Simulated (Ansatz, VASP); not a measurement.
# One calculation of BN, two programs

```xyz
4
Lattice="0.0000 -1.8124 -1.8124 -1.8124 0.0000 -1.8124 1.8124 1.8124 -3.6248" Properties=species:S:1:pos:R:3 pbc="T T T"
B    -0.0182   -0.0576   -0.0758
B     0.0182    0.0576   -3.5490
N     0.8876    0.8473   -4.6085
N    -0.8876   -0.8473   -4.4535
```

Change from the starting cell: mode 4 frozen in at -0.051 Å and mode 5 at -0.085 Å (largest displacements).

Alike in both runs: task single point; functional PBE; k mesh 6 × 6 × 6; occupations gaussian, width 0.05 eV; no spin polarisation.

|  | VASP | Ansatz |
| --- | --- | --- |
| version | VASP 6.6.1 | Ansatz 0.2.0 |
| potentials or method | VASP PAW PBE potentials, release 64 (B, N), cutoff 520 eV | scalar-relativistic, plane waves, PAW |
| valence electrons in the cell | 16 | 16 |

|  | VASP | Ansatz | Ansatz less VASP |
| --- | --- | --- | --- |
| gap on the k mesh at the Fermi level (eV) | 4.27 | 4.28 | +0.010 |
| least direct gap on the mesh (eV) | 6.23 | 6.24 | +0.012 |
| pressure (GPa) | -0.1 | -0.3 | -0.20 |
| traceless stress, the component that is largest in VASP (GPa) | 2.00 | 2.00 | +0.001 |
| rms of the force components (eV/Å) | 0.608 | 0.608 | +0.0004 |

Atom by atom the forces differ by 0.001 eV/Å (rms over components).

The k mesh is coarse, so the values compare programs but aren't converged.
